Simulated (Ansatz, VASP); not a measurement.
## CdSe: VASP beside Ansatz

```xyz
4
Lattice="4.0194 0.0000 0.0000 -2.0097 3.4809 0.0000 0.0000 0.0000 6.3831" Properties=species:S:1:pos:R:3 pbc="T T T"
Cd    0.0000    0.0000    0.0000
Cd    0.0000    0.0000    3.1915
Se    0.0000    2.3206    1.5958
Se    2.0097    1.1603    4.7873
```

Change from the starting cell: uniaxial_z strain -4.1%.

Alike in both runs: task single point; functional r2SCAN; k mesh 12 × 12 × 4; occupations fermi-dirac, width 0.02 eV; no spin polarisation.

|  | VASP | Ansatz |
| --- | --- | --- |
| version | VASP 6.6.1 | Ansatz 0.2.0 |
| potentials or method | VASP PAW PBE potentials, release 64 (Cd, Se) | plane waves, PAW |
| plane-wave cutoff (eV) | 520 | 500 |
| valence electrons in the cell | 36 | 72 |

Ansatz gave:

| Quantity | Value |
| --- | --- |
| pressure (GPa) | 3.4 |
| traceless stress, the component that is largest in VASP (GPa) | 2.14 |

Q: Estimate VASP's values.

A: Pressure (GPa): 3.9; traceless stress, the component that is largest in VASP (GPa): 2.12.

VASP's potentials were made for PBE, not for r2SCAN. VASP's potentials hold 36 valence electrons a cell and Ansatz's 72, so a difference there can come from the potentials and not from the codes.
